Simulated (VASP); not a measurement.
# BaS in VASP: notebook, part 2 of 2

VASP 6.6.1. The steps go on from the part before.

## (4) Single point, PBE

This run uses another cell than the first one: it holds 4 atoms, not 2.

INCAR reads:

```
PREC     = Accurate       # precision mode
ENCUT    = 520            # plane-wave cutoff, eV
EDIFF    = 1E-6           # SCF threshold, eV
ISMEAR   = 0              # smearing method
SIGMA    = 0.1            # smearing width, eV
LREAL    = F              # projectors in reciprocal space
LASPH    = T              # aspherical terms in the spheres
NELM     = 60             # most SCF steps
ALGO     = Normal         # electronic algorithm
ISIF     = 2              # what is computed and relaxed
LWAVE    = F              # write WAVECAR
LCHARG   = F              # write CHGCAR
GGA      = PE             # functional
NBANDS   = 24             # bands
```

KPOINTS reads:

```
Automatic mesh
0
Gamma
  4 4 4
```

POSCAR reads:

```
BaS
1.0
   -3.2135629450      0.0000000000     -3.2135629450
   -3.2135629450     -3.2135629450      0.0000000000
   -6.4271258900      3.2135629450      3.2135629450
Ba S
2 2
Direct
    0.2500000000      0.2500000000      0.2500000000
    0.7500000000      0.7500000000      0.7500000000
    0.5000000000      0.5000000000      0.5000000000
    1.0000000000      1.0000000000      1.0000000000
```

Potentials or basis: VASP PAW PBE potentials, release 64 (Ba_sv, S).

On the command line:

```console
$ cat potpaw_PBE.64/Ba_sv/POTCAR potpaw_PBE.64/S/POTCAR > POTCAR
$ mpirun -np 1 vasp_std > vasp.out
```

OUTCAR:

```text
PREC = Accurate
   ENCUT = 520
   EDIFF = 1E-6
   ISMEAR = 0
   LREAL = F
   LASPH = T
   NELM = 60
   ISIF = 2
   GGA = PE

 ion  position               nearest neighbor table
   1  0.250  0.250  0.250-   4 3.21   4 3.21   3 3.21   4 3.21   3 3.21   3 3.21   2 4.54   2 4.54
                             2 4.54   2 4.54   2 4.54   2 4.54
   2  0.750  0.750  0.750-   3 3.21   3 3.21   3 3.21   4 3.21   4 3.21   4 3.21   1 4.54   1 4.54
                             1 4.54   1 4.54   1 4.54   1 4.54
   3  0.500  0.500  0.500-   1 3.21   1 3.21   1 3.21   2 3.21   2 3.21   2 3.21
   4  0.000  0.000  0.000-   2 3.21   2 3.21   1 3.21   2 3.21   1 3.21   1 3.21

  LATTYP: Found a trigonal (rhomboedric) cell.
 ALAT       =     7.8715894716
 COS(alpha) =     0.8333333333

  Lattice vectors:

 A1 = (  -3.2135629450,   3.2135629450,   6.4271258900)
 A2 = (  -3.2135629450,   6.4271258900,   3.2135629450)
 A3 = (  -6.4271258900,   3.2135629450,   3.2135629450)

Analysis of symmetry for initial positions (statically):
=====================================================================
 Subroutine PRICEL returns following result:

[... 178 lines left out ...]

 E-fermi :   1.8648     XC(G=0):  -8.5483

 val. band max:        1.3612543023   @ k =   0.0000   0.0000   0.0000
 cond. band min:       3.4965201457   @ k =   0.5000   0.5000  -0.0000
 fundamental gap:      2.1352658434
 Fermi energy:         1.8647826590

 k-point     1 :       0.0000    0.0000    0.0000
  band No.  band energies     occupation
      1     -24.7761      2.00000
      2     -24.7354      2.00000
      3     -10.8895      2.00000
      4      -9.8699      2.00000
      5      -9.8699      2.00000
      6      -9.8339      2.00000
[... 340 lines left out ...]
     23       6.6377      0.00000
     24       6.6377      0.00000

------------------------ aborting loop because EDIFF is reached ----------------------------------------

  FORCE on cell =-STRESS in cart. coord.  units (eV):
  Direction    XX          YY          ZZ          XY          YZ          ZX
  --------------------------------------------------------------------------------------
  -------------------------------------------------------------------------------------
  Total        0.4875333      0.4875333      0.4875333      0.0071777     -0.0071777      0.0071777
  in kB        5.8842945      5.8842945      5.8842945      0.0866310     -0.0866310      0.0866310
  external PRESSURE =       5.8842945 kB  Pullay stress =       0.0000000 kB

 VOLUME and BASIS-vectors are now :
 -----------------------------------------------------------------------------
  energy-cutoff  :      520.00
  volume of cell :      132.75
      direct lattice vectors                 reciprocal lattice vectors
    -3.213562945  0.000000000 -3.213562945    -0.077795271  0.077795271 -0.233385813
    -3.213562945 -3.213562945  0.000000000    -0.077795271 -0.233385813  0.077795271
    -6.427125890  3.213562945  3.213562945    -0.077795271  0.077795271  0.077795271

 POSITION                                       TOTAL-FORCE (eV/Angst)
 -----------------------------------------------------------------------------------
     -3.21356      0.00000      0.00000         0.000000     -0.000000     -0.000000
     -9.64069      0.00000      0.00000         0.000000      0.000000      0.000000
     -6.42713      0.00000      0.00000        -0.000000     -0.000000     -0.000000
      0.00000      0.00000      0.00000         0.000000      0.000000      0.000000
 -----------------------------------------------------------------------------------
    total drift:                               -0.000000      0.000000      0.000000

  FREE ENERGIE OF THE ION-ELECTRON SYSTEM (eV)
  ---------------------------------------------------
  free  energy   TOTEN  =       -20.3813664172 eV

  energy  without entropy=      -20.3813664172  energy(sigma->0) =      -20.38136642
```

stdout:

```text
POSCAR found type information on POSCAR BaS
 POSCAR found :  2 types and       4 ions
 scaLAPACK will be used
 LDA part: xc-table for (Slater+PW92), standard interpolation
 POSCAR, INCAR and KPOINTS ok, starting setup
 FFT: planning ... GRIDC
 FFT: planning ... GRID_SOFT
 FFT: planning ... GRID
 WAVECAR not read
 entering main loop
```

It took 38 s on 1 thread of Intel Xeon Platinum 8488C (Sapphire Rapids), shared host; peak memory 0.27 GiB.

Results:

```yaml
Free_energy: -20.3814 eV
Pressure: 0.6 GPa
Band_gap_on_the_k_mesh: 2.14 eV
```

Levels at points of the mesh, in eV from the valence-band top:
```tsv
k point	band 13	band 14	band 15	band 16	band 17	band 18	band 19	band 20
(0.00, 0.00, 0.00)	-1.05	0.00	0.00	0.00	3.51	3.86	3.86	3.86
(0.50, 0.00, 0.00)	-0.74	-0.74	-0.63	-0.63	3.44	3.44	5.90	5.90
(0.50, 0.50, 0.00)	-1.05	-0.54	-0.15	-0.15	2.14	5.48	5.63	5.88
(0.00, 0.00, 0.50)	-0.60	-0.60	-0.60	-0.60	4.08	4.08	4.73	4.73
```

Caveat: spin-orbit coupling is left out, which moves the levels of the heavy elements. A k mesh can miss the band edges.

## (5) Single point, r2SCAN

This run uses another cell than the first one, of 33.19 Å³/atom.

POSCAR reads:

```
BaS
1.0
    0.0000000000      3.2135629450      3.2135629450
    3.2135629450      0.0000000000      3.2135629450
    3.2135629450      3.2135629450      0.0000000000
Ba S
1 1
Direct
    0.5000000000      0.5000000000      0.5000000000
    0.0000000000      0.0000000000      0.0000000000
```

INCAR.step1 reads:

```
ALGO = Normal
EDIFF = 1E-4
ENCUT = 520
GGA = PE
ISMEAR = 0
LASPH = True
LCHARG = False
LREAL = False
LWAVE = True
NBANDS = 15
NELM = 80
PREC = Accurate
SIGMA = 0.02
```

INCAR.step2 reads:

```
ALGO = Normal
EDIFF = 1E-6
ENCUT = 520
ISIF = 2
ISMEAR = 0
ISTART = 1
LASPH = True
LCHARG = True
LELF = True
LMIXTAU = True
LREAL = False
LVHAR = True
LWAVE = False
METAGGA = R2SCAN
NBANDS = 15
NELM = 80
PREC = Accurate
SIGMA = 0.02
```

KPOINTS reads:

```
k-points
0
Gamma
  8 8 8
```

On the command line:

```console
$ cat potpaw_PBE.64/Ba_sv/POTCAR potpaw_PBE.64/S/POTCAR > POTCAR
$ cp INCAR.step1 INCAR
$ mpirun -np 1 vasp_std > vasp.out
$ cp INCAR.step2 INCAR
$ mpirun -np 1 vasp_std > vasp.out
```

Run time: 86 s. Hardware: 1 thread of Intel Xeon Platinum 8488C (Sapphire Rapids), shared host; peak memory 0.22 GiB.

Results (log left out):

```
Free energy            : -39.2058 eV
Pressure               : 0.5 GPa
Band gap on the k mesh : 2.49 eV (least direct gap 2.64 eV)
```

Levels at points of the mesh, in eV from the valence-band top:
| k point | band 5 | band 6 | band 7 | band 8 | band 9 | band 10 | band 11 | band 12 |
| --- | --- | --- | --- | --- | --- | --- | --- | --- |
| (0.00, 0.00, 0.00) | -10.77 | 0.00 | 0.00 | 0.00 | 4.13 | 4.30 | 4.30 | 4.30 |
| (0.50, 0.00, 0.00) | -9.51 | -1.88 | -1.05 | -1.05 | 5.97 | 6.08 | 6.78 | 6.78 |
| (0.50, 0.50, 0.00) | -10.68 | -0.55 | -0.14 | -0.14 | 2.49 | 6.47 | 6.61 | 7.95 |

Caveat: the PAW data sets were made with another functional, which shifts forces and pressure a little; spin-orbit coupling is left out, which moves the levels of the heavy elements.

## (6) Single point, PBE

INCAR reads:

```
SYSTEM = BaS
PREC = Accurate
ENCUT = 520
EDIFF = 1E-6
ISMEAR = 0
SIGMA = 0.1
LREAL = .False.
LASPH = .True.
NELM = 80
ALGO = Normal
ISIF = 2
LWAVE = .False.
LCHARG = .True.
GGA = PE
LELF = .True.
LVHAR = .True.
NBANDS = 15
```

KPOINTS reads:

```
regular mesh
0
Gamma
  6 6 4
  0 0 0
```

POSCAR reads:

```
BaS
1.0
    3.9413040921     -2.2751724475     -0.1155494268
    3.9413040921      2.2751724475     -0.1155494268
   -2.5238827644      0.0000000000      3.7865217343
Ba S
1 1
Direct
    0.0016273668      0.9983726332      0.0000000000
    0.4983726332      0.5016273668      0.5000000000
```

Potentials or basis: VASP PAW PBE potentials, release 64 (Ba_sv, S).

On the command line:

```console
$ cat potpaw_PBE.64/Ba_sv/POTCAR potpaw_PBE.64/S/POTCAR > POTCAR
$ mpirun -np 1 vasp_std > vasp.out
```

Wall time 38 s (1 thread of Intel Xeon Platinum 8488C (Sapphire Rapids), shared host); peak memory 0.22 GiB.

Results (log left out):

- Free energy: -10.1922 eV
- Pressure: 0.4 GPa
- Largest force: 0.028 eV/Å
- Band gap on the k mesh: 2.14 eV (least direct gap 2.29 eV)

Forces on the atoms (eV/Å):
```
Ba   0.000  0.028  0.000
S    0.000 -0.028  0.000
```

Levels at points of the mesh, in eV from the valence-band top:
| k point | band 4 | band 5 | band 6 | band 7 | band 8 | band 9 | band 10 | band 11 | band 12 | band 13 |
| --- | --- | --- | --- | --- | --- | --- | --- | --- | --- | --- |
| (0.00, 0.00, 0.00) | -11.21 | -10.33 | -0.01 | 0.00 | 0.00 | 3.49 | 3.85 | 3.86 | 3.87 | 4.76 |
| (0.50, 0.00, 0.00) | -11.24 | -9.19 | -1.89 | -1.05 | -1.04 | 5.46 | 5.62 | 6.21 | 6.23 | 8.75 |
| (0.50, 0.50, 0.00) | -11.38 | -10.23 | -0.55 | -0.15 | -0.15 | 2.14 | 5.88 | 5.89 | 7.37 | 7.37 |
| (0.00, 0.00, 0.50) | -11.24 | -9.19 | -1.89 | -1.05 | -1.05 | 5.47 | 5.62 | 6.22 | 6.23 | 8.75 |
| (0.50, 0.00, 0.50) | -11.38 | -10.23 | -0.55 | -0.15 | -0.15 | 2.14 | 5.87 | 5.89 | 7.37 | 7.38 |
| (0.50, 0.50, 0.50) | -11.24 | -9.18 | -1.89 | -1.05 | -1.04 | 5.46 | 5.62 | 6.21 | 6.22 | 8.74 |

Caveat: spin-orbit coupling is left out, which moves the levels of the heavy elements. A k mesh can miss the band edges.

## (7) Summary

| level | cell | k mesh | smearing | gap on the mesh (eV) | pressure (GPa) |
| --- | --- | --- | --- | --- | --- |
| PBE | a = 4.549 Å, angles 60.0°, 2 atoms, atomic positions A | 6 × 6 × 6 | gaussian 0.1 eV | 2.14 | 0.4 |
| PBE | a = 4.545 Å, angles 60.0°, 2 atoms, atomic positions A | 8 × 8 × 8 | gaussian 0.02 eV | 2.14 | 0.6 |
| PBE | a = 4.545, b = 4.545, c = 7.872 Å, angles 73.2, 73.2, 60.0°, 4 atoms, atomic positions B | 4 × 4 × 4 | gaussian 0.1 eV | 2.14 | 0.6 |
| r2SCAN | a = 4.545 Å, angles 60.0°, 2 atoms, atomic positions A | 8 × 8 × 8 | gaussian 0.02 eV | 2.49 | 0.5 |
| PBE | a = 4.552, b = 4.552, c = 4.551 Å, angles 120.1, 120.1, 60.0°, 2 atoms, atomic positions C | 6 × 6 × 4 | gaussian 0.1 eV | 2.14 | 0.4 |

Alike in all rows: task single point; potentials or basis VASP PAW PBE potentials, release 64 (Ba_sv, S); no spin polarisation; cutoff (eV) 520.

Caveats: spin-orbit coupling is left out, which moves the levels of the heavy elements; the PAW data sets were made with another functional, which shifts forces and pressure a little (at least some runs).

Absolute energies hang on the potentials; compare differences alone.
